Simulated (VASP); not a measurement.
## ZnS: relaxation of cell and atoms with LDA

The system is ZnS.

```
Zn S
1.0
     3.73823    0.00000    0.00000
    -1.86911    3.23740    0.00000
     0.00000    0.00000    6.14302
Zn S
2 2
Direct
  0.33333 0.66667 0.00559
  0.66667 0.33333 0.50559
  0.33333 0.66667 0.37941
  0.66667 0.33333 0.87941
```

- Program: VASP 6.6.1
- Task: relaxation of cell and atoms
- Functional: LDA
- Potentials or basis: VASP PAW LDA potentials, release 64 (Zn, S)
- Cutoff: 600 eV
- k mesh: 6 × 6 × 4
- Occupations: gaussian, width 0.01 eV
- Spin: no spin polarisation
- Target pressure: 10 GPa
- Dipole correction: no
- Further INCAR settings: ALGO = Normal; EDIFF = 1e-07; IBRION = 2; EDIFFG = -0.002; NSW = 100; ISIF = 3

```
Relaxed volume                                         : 16.96 Å³/atom
Relaxed cell                                           : a = 3.621 Å, b = 3.621 Å, c = 5.977 Å, α = 90.00°, β = 90.00°, γ = 120.00°
Space group after relaxing (to 0.05 Å)                 : P6_3mc (No. 186)
Energy change on relaxing (the enthalpy is what falls) : +48.0 meV/atom
Ionic steps                                            : 9
Pressure after relaxing                                : 10.0 GPa
Band gap on the k mesh                                 : 2.65 eV, direct
```

Step by step:
```
step  energy change (eV)  largest force (eV/Å)  pressure (GPa)  volume (Å³)
   1              0.0000                0.0022            0.25        74.34
   2              0.6763                0.0548           21.57        62.83
   3              0.1876                0.0276            9.84        67.93
   4              0.1953                0.0282           10.09        67.81
   5              0.1954                0.0199           10.07        67.81
   6              0.1959                0.0051           10.12        67.79
   7              0.1851                0.0066            9.77        67.97
   8              0.1912                0.0001            9.98        67.87
   9              0.1919                0.0008           10.00        67.86
```

Final structure:
```
Zn S
1.0
     3.62073    0.00000    0.00000
    -1.81036    3.13564    0.00000
     0.00000    0.00000    5.97685
Zn S
2 2
Direct
  0.33333 0.66667 0.00640
  0.66667 0.33333 0.50640
  0.33333 0.66667 0.37860
  0.66667 0.33333 0.87860
```

Levels at points of the mesh, in eV from the valence-band top:
| k point | band 15 | band 16 | band 17 | band 18 | band 19 | band 20 | band 21 | band 22 |
| --- | --- | --- | --- | --- | --- | --- | --- | --- |
| (0.00, 0.00, 0.00) | -1.14 | -0.15 | 0.00 | 0.00 | 2.65 | 3.21 | 6.04 | 6.04 |
| (0.50, 0.00, 0.00) | -4.11 | -2.84 | -2.25 | -1.13 | 3.31 | 4.40 | 4.76 | 6.62 |
| (0.00, 0.00, 0.50) | -0.60 | -0.60 | -0.60 | -0.60 | 3.78 | 3.78 | 6.55 | 6.55 |
| (0.50, 0.00, 0.50) | -2.10 | -2.10 | -2.05 | -2.05 | 3.29 | 3.29 | 4.93 | 4.93 |

Run time: 3.5 min on 1 thread of Intel(R) Xeon(R) Platinum 8488C (Sapphire Rapids) (shared host), peak memory 0.19 GiB.

Caveat: the cell is relaxed towards a set pressure, so the enthalpy falls and the energy may rise. Zero-point motion and thermal expansion aren't in these numbers.
